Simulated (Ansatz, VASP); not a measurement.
Two plane-wave programs on Sr

```
CELL_PARAMETERS angstrom
4.47898 0.00000 0.00000
-2.23949 3.87891 0.00000
0.00000 0.00000 7.31714
ATOMIC_POSITIONS crystal
Sr 0.33333 0.66667 0.25000
Sr 0.66667 0.33333 0.75000
```

Alike in both runs: task single point; functional BLYP; k mesh 10 × 10 × 5; occupations fermi-dirac, width 0.1 eV; no spin polarisation.

|  | VASP | Ansatz |
| --- | --- | --- |
| version | VASP 6.6.1 | Ansatz 0.2.0 |
| potentials or method | VASP PAW PBE potentials, release 64 (Sr_sv), cutoff 520 eV | plane waves (420 eV) with PAW, scalar-relativistic |
| valence electrons in the cell | 20 | 20 |

|  | VASP | Ansatz | Ansatz less VASP |
| --- | --- | --- | --- |
| pressure (GPa) | -1.0 | -1.0 | 0.00 |

VASP's potentials were made for PBE, not for BLYP.
